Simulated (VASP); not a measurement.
Here is a VASP 6.6.1 calculation.

INCAR

```
SYSTEM = Hf8O17
PREC = Accurate
ENCUT = 520
EDIFF = 1E-6
ISMEAR = -1
SIGMA = 0.01
LREAL = .False.
LASPH = .True.
NELM = 120
ALGO = Normal
ISIF = 2
LWAVE = .False.
LCHARG = .True.
GGA = PE
LELF = .True.
LVHAR = .True.
NBANDS = 109
GGA_COMPAT = .False.
```

File KPOINTS:

```
Automatic mesh
0
Gamma
  1 1 1
  0 0 0
```

POSCAR

```
Hf8O17
1.0
   -0.8929106200      5.2124939800      5.2775973300
    4.2687115500      0.0000000000      5.2725637200
    5.1616221700      5.2124939800     -0.0050336100
Hf O
8 17
Direct
    0.4632960193      0.2649790592     -0.0001738572
    0.9509529099      0.7468458490      0.5266023063
    0.0222373307      0.7783811401      0.9404936909
    0.5240042529      0.2702094442      0.4404718157
    0.0654341173      0.2242828127      0.4960207372
    0.5644146243      0.7356630723      0.9823680370
    0.5024188982      0.7143811560      0.5499437847
    1.0059973684      0.2289837360      0.0558280742
    0.1449009208      0.8382339086      0.6060324958
    0.6472710331      0.3390573002      0.1049938648
    0.1229228895      0.4149241702      0.1289525070
    0.6173793673      0.9096066059      0.6337733090
    0.3823632399      0.6530589104      0.8830872138
    0.8782536285      0.1507004463      0.3851129985
    0.4022476650      0.0796665814      0.3642446159
    0.9037960833      0.5837238444      0.8631994111
    0.3211578521      0.0327626077      0.0395167076
    0.8054270644      0.4999324968      0.5785432719
    0.0598129730      0.1134738569      0.8080769580
    0.5669496370      0.6187228732      0.2935620431
    0.2053434959      0.4563060769      0.4610259891
    0.7143277545      0.9794214398      0.9230204097
    0.4529070003      0.3797358909      0.6917072726
    0.8590271448      0.8456064490      0.2416716628
    0.0750069116      0.8478893327      0.1813618504
```

Potentials or basis: VASP PAW PBE potentials, release 64 (Hf_pv, O).

The run is started by

```sh
$ cat potpaw_PBE.64/Hf_pv/POTCAR potpaw_PBE.64/O/POTCAR > POTCAR
$ mpirun -np 1 vasp_gam > vasp.out
```

Problem. Predict the largest force.

Solution. 0.216 eV/Å.

Problem. Estimate the pressure.

Solution. -1.5 GPa.

Stress tensor (GPa, compression positive):
```
-3.07  0.48  0.91
 0.48  0.89 -1.57
 0.91 -1.57 -2.38
```

Caveat: the k points lie up to 1.11 Å⁻¹ apart.
